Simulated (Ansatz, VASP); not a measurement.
**Two plane-wave programs on KCd2P2**

The input INCAR:

```
SYSTEM = KCd2P2
PREC     = Accurate       ! precision mode
ENCUT    = 500            ! plane-wave cutoff, eV
EDIFF    = 1E-7           ! SCF threshold, eV
ISMEAR   = 0              ! smearing method
SIGMA    = 0.1            ! smearing width, eV
LREAL    = .False.        ! projectors in reciprocal space
LASPH    = .True.         ! aspherical terms in the spheres
NELM     = 120            ! most SCF steps
ALGO     = Normal         ! electronic algorithm
ISIF     = 3              ! what is computed and relaxed
LWAVE    = .False.        ! write WAVECAR
LCHARG   = .False.        ! write CHGCAR
GGA      = PE             ! functional
IBRION   = 2              ! ionic algorithm
NSW      = 90             ! ionic steps
EDIFFG   = -0.04          ! ionic threshold
GGA_COMPAT= .False.      
NELMIN   = 4
```

File KPOINTS:

```
Automatic mesh
0
Gamma
  6 6 6
  0 0 0
```

Contents of POSCAR:

```
KCd2P2
1.0
   -2.2024652700      2.2024652700      6.0700819700
    2.2024652700     -2.2024652700      6.0700819700
    2.2024652700      2.2024652700     -6.0700819700
K Cd P
1 2 2
Direct
    0.0000000000      0.0000000000      0.0000000000
    0.2500000000      0.7500000000      0.5000000000
    0.7500000000      0.2500000000      0.5000000000
    0.6431397800      0.6431397800      0.0000000000
    0.3568602200      0.3568602200      0.0000000000
```

Input for Ansatz:

```yaml
crystal:
  lattice:
    - [-2.20246527, 2.20246527, 6.07008197]
    - [2.20246527, -2.20246527, 6.07008197]
    - [2.20246527, 2.20246527, -6.07008197]
  atoms:
    - { symbol: K, position: [0.0, 0.0, 0.0] }
    - { symbol: Cd, position: [0.25, 0.75, 0.5] }
    - { symbol: Cd, position: [0.75, 0.25, 0.5] }
    - { symbol: P, position: [0.64313978, 0.64313978, 0.0] }
    - { symbol: P, position: [0.35686022, 0.35686022, 0.0] }
basis:
  ecutwfc: 420
kpoints:
  mp_grid: { grid: [6, 6, 6] }
hamiltonian:
  xc: pbe
scf:
  occupations: { method: gaussian, width: 0.1 }
  lower_state_search: "off"
output:
  forces: true
  stress: true
  eigenvalues: true
relax:
  adjacent_minimum: "off"
  f_tol: 0.04
  max_steps: 70
  cell: { stress_tol: 0.4 }
```

Change from the starting cell: species swapped into the BaCu2As2 type (I4/mmm, No. 139).

Alike in both runs: task relaxation of cell and atoms; functional PBE; k mesh 6 × 6 × 6; occupations gaussian, width 0.1 eV; no spin polarisation.

|  | VASP | Ansatz |
| --- | --- | --- |
| version | VASP 6.6.1 | Ansatz 0.2.0 |
| potentials or method | VASP PAW PBE potentials, release 64 (K_sv, Cd, P), cutoff 500 eV | scalar-relativistic, plane waves, PAW |
| valence electrons in the cell | 43 | 59 |

```tsv
	VASP	Ansatz	Ansatz less VASP
gap on the k mesh at the Fermi level, each at its own relaxed structure (eV)	none	none	-
relaxed volume (Å³/atom)	24.27	24.36	+0.089
relaxed length of the cell vector where the two differ most in proportion (Å)	6.817	6.902	+0.0854
```

A gap of «none» marks a metal or a gap that the smearing closes. VASP's potentials hold 43 valence electrons a cell and Ansatz's 59, so a difference there can come from the potentials and not from the codes.
